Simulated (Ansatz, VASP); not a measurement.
## Zn in VASP and in Ansatz

INCAR

```
SYSTEM = Zn
ALGO     = Normal         ! electronic algorithm
EDIFF    = 1E-7           ! SCF threshold, eV
ENCUT    = 520            ! plane-wave cutoff, eV
GGA      = RE             ! functional
ISIF     = 2              ! what is computed and relaxed
ISMEAR   = -1             ! smearing method
LASPH    = .True.         ! aspherical terms in the spheres
LCHARG   = .True.         ! write CHGCAR
LELF     = .True.         ! ELF
LREAL    = .False.        ! projectors in reciprocal space
LVHAR    = .True.       
LWAVE    = .False.        ! write WAVECAR
NBANDS   = 25             ! bands
NELM     = 100            ! most SCF steps
PREC     = Accurate       ! precision mode
SIGMA    = 0.1            ! smearing width, eV
```

Contents of KPOINTS:

```
k-points
0
Gamma
  9 9 13
  0 0 0
```

File POSCAR:

```
Zn
1.0
    4.5380869089      0.0000000000      0.0000000000
   -2.2690434544      3.9300985477      0.0000000000
    0.0000000000      0.0000000000      2.7145614707
Zn
3
Direct
    0.0000000000      0.0000000000      1.0000000000
    0.3333333333      0.6666666667      0.5000000000
    0.6666666667      0.3333333333      0.5000000000
```

Input for Ansatz:

```yaml
crystal:
  lattice:
    - [4.5380869089, 0.0, 0.0]
    - [-2.2690434544, 3.9300985477, 0.0]
    - [0.0, 0.0, 2.7145614707]
  atoms:
    - { symbol: Zn, position: [0.0, 0.0, 1.0] }
    - { symbol: Zn, position: [0.3333333333, 0.6666666667, 0.5] }
    - { symbol: Zn, position: [0.6666666667, 0.3333333333, 0.5] }
hamiltonian:
  xc: revpbe
  pseudopotentials:
    kind: paw
    azcp:
      Zn: "pseudopotentials/Zn.paw.azcp"
basis:
  ecutwfc: 420
  fft_grid_basis: typed
kpoints:
  mp_grid: { grid: [9, 9, 13], shift: [0, 0, 0] }
magnetization:
  spin_polarized: false
scf:
  occupations: { method: fermi_dirac, width: 0.1 }
  lower_state_search: "off"
output:
  stress: true
```

Alike in both runs: task single point; functional revPBE; k mesh 9 × 9 × 13; occupations fermi-dirac, width 0.1 eV; no spin polarisation.

|  | VASP | Ansatz |
| --- | --- | --- |
| version | VASP 6.6.1 | Ansatz 0.2.0 |
| potentials or method | VASP PAW PBE potentials, release 64 (Zn), cutoff 520 eV | plane waves (420 eV) with PAW, scalar-relativistic |
| valence electrons in the cell | 36 | 36 |

```tsv
	VASP	Ansatz	Ansatz less VASP
pressure (GPa)	0.1	-0.1	-0.23
traceless stress, the component that is largest in VASP (GPa)	0.80	0.81	+0.009
```

VASP's potentials were made for PBE, not for revPBE. The functional is the same, so the differences come from potentials, cutoffs and numerics.
